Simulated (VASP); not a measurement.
**Mn: single point with RPBE**

Crystal: Mn.

```xyz
2
Lattice="0.0000 2.6531 2.6531 2.6531 0.0000 2.6531 2.6531 2.6531 0.0000" Properties=species:S:1:pos:R:3 pbc="T T T"
Mn    0.6633    0.6633    0.6633
Mn    4.6430    4.6430    4.6430
```

This isn't the form of Mn at room conditions, which is a 58-atom cubic cell.

```
Program                : VASP 6.6.1
Task                   : single point
Functional             : RPBE
Potentials or basis    : VASP PAW PBE potentials, release 64 (Mn_pv)
Cutoff                 : 520 eV
k mesh                 : 17 × 17 × 17
Occupations            : fermi-dirac, width 0.05 eV
Spin                   : collinear spin, antiferromagnetic start
Starting moments       : [2.622, -2.622] μB
Dipole correction      : no
Further INCAR settings : ALGO = Normal; EDIFF = 1e-06; NBANDS = 24
```

```
Pressure                                              : 0.3 GPa
Band gap on the k mesh                                : zero (filled and empty bands touch)
Net moment                                            : 0.00 μB per cell
Site moments                                          : Mn +2.80, -2.80 μB
Valence electrons inside the program's atomic spheres : Mn 11.73
```

Levels at points of the mesh, in eV from the Fermi level:
Spin up:
| k point | band 9 | band 10 | band 11 | band 12 | band 13 | band 14 | band 15 | band 16 | band 17 | band 18 |
| --- | --- | --- | --- | --- | --- | --- | --- | --- | --- | --- |
| (0.00, 0.00, 0.00) | -2.81 | -2.72 | -2.72 | -2.72 | 0.11 | 0.11 | 0.11 | 1.53 | 1.53 | 11.64 |
Spin down:
```tsv
k point	band 11	band 12	band 13	band 14	band 15	band 16
(0.00, 0.00, 0.00)	-2.72	-2.72	0.11	0.11	0.11	1.53
```

Wall time 3.8 min on 1 thread of Intel(R) Xeon(R) Platinum 8375C CPU @ 2.90GHz (Ice Lake) (shared host), peak memory 0.32 GiB.

Caveat: the PAW data sets were made with another functional, which shifts forces and pressure a little.
